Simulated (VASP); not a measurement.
WSe2, 6 atoms in the cell. It takes space group P6_3/mmc (No. 194, hexagonal). The conventional cell has a = 3.049 Å, b = 3.049 Å, c = 11.463 Å, α = 90.00°, β = 90.00°, γ = 120.00°. W (site symmetry -6m2) has 6 Se at 2.45 Å and 6 W at 3.05 Å within 3.2 Å. Within 3.2 Å of Se (site symmetry 3m) lie 3 W at 2.45 Å and 9 Se at 2.91 to 3.05 Å. 

```yaml
Program: VASP 6.6.1
Task: single point
Functional: PBE
Potentials_or_basis: VASP PAW PBE potentials, release 64 (W_sv, Se)
Cutoff: 520 eV
k_mesh: 12 × 12 × 4
Occupations: gaussian, width 0.02 eV
Spin: no spin polarisation
Dipole_correction: no
Further_INCAR_settings: ALGO = Normal; EDIFF = 1e-06; NBANDS = 35
```

Potentials or basis: VASP PAW PBE potentials, release 64 (W_sv, Se).

Launch:

```bash
$ cat potpaw_PBE.64/W_sv/POTCAR potpaw_PBE.64/Se/POTCAR > POTCAR
$ mpirun -np 1 vasp_std > vasp.out
```

Hardware: 1 thread of Intel(R) Xeon(R) 6975P-C (Granite Rapids), with other jobs on the host.

Problem. How long does it take, and how much memory?

Solution. It took 100 s on 1 thread of Intel(R) Xeon(R) 6975P-C (Granite Rapids) (shared host), peak memory 0.31 GiB. Counts: scf iterations 14, k points 57.
